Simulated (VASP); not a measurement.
Here is a VASP 6.6.1 calculation.

The input INCAR:

```
PREC = Accurate
ENCUT = 520
EDIFF = 1E-7
ISMEAR = 0
SIGMA = 0.15
LREAL = F
LASPH = T
NELM = 100
ALGO = Normal
ISIF = 2
LWAVE = F
LCHARG = F
GGA = PE
NBANDS = 15
```

KPOINTS

```
Automatic mesh
0
Gamma
  18 18 16
```

The input POSCAR:

```
TaN
1.0
    3.0387000000      0.0000000000      0.0000000000
   -1.5193500000      2.6315913945      0.0000000000
    0.0000000000      0.0000000000      2.6660000000
Ta N
1 1
Direct
    0.3333333333      0.6666666667      0.5000000000
    0.0000000000      0.0000000000      0.0000000000
```

Potentials or basis: VASP PAW PBE potentials, release 64 (Ta_pv, N).

The run is started by

```console
$ cat potpaw_PBE.64/Ta_pv/POTCAR potpaw_PBE.64/N/POTCAR > POTCAR
$ mpirun -np 1 vasp_std > vasp.out
```

Task: What does it give for the pressure?

Result: 15.8 GPa.

Task: Estimate the band gap on the k mesh.

Result: Zero (bands 8 and 9 overlap by 0.40 eV).

Stress tensor (GPa, compression positive):
```
-10.78   0.00   0.00
  0.00 -10.78   0.00
  0.00   0.00  68.98
```

Caveat: the stress differs along the axes, from -11 to 69 GPa; spin-orbit coupling is left out, which moves the levels of the heavy elements.
